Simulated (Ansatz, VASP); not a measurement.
**Two plane-wave programs on CuAuS3**

```
Cu S Au
1.0
     4.55458    0.00000    0.00000
     0.00000    4.55458    0.00000
     0.00000    0.00000    4.55458
Cu S Au
1 3 1
Direct
  0.50000 0.50000 0.50000
  0.00000 0.50000 0.50000
  0.50000 0.00000 0.50000
  0.50000 0.50000 0.00000
  0.00000 0.00000 0.00000
```

Alike in both runs: functional PBE; k mesh 8 × 8 × 8; occupations gaussian, width 0.1 eV; no spin polarisation.

Ansatz relaxed the structure, and its values are those at the end. VASP's run is a single point on that final structure, the one shown.

|  | VASP | Ansatz |
| --- | --- | --- |
| version | VASP 6.6.1 | Ansatz 0.2.0 |
| potentials or method | VASP PAW PBE potentials, release 64 (Cu, S, Au), cutoff 520 eV | scalar-relativistic, plane waves, PAW |
| valence electrons in the cell | 40 | 56 |

Ansatz gave:

| Quantity | Value |
| --- | --- |
| gap on the k mesh at the Fermi level (eV) | none |
| pressure (GPa) | 0.0 |

Which values does VASP return?

gap on the k mesh at the Fermi level (eV): none; pressure (GPa): -0.1.

A gap of «none» marks a metal or a gap that the smearing closes. VASP's potentials hold 40 valence electrons a cell and Ansatz's 56, so a difference there can come from the potentials and not from the codes.

Spin-orbit coupling is off throughout.
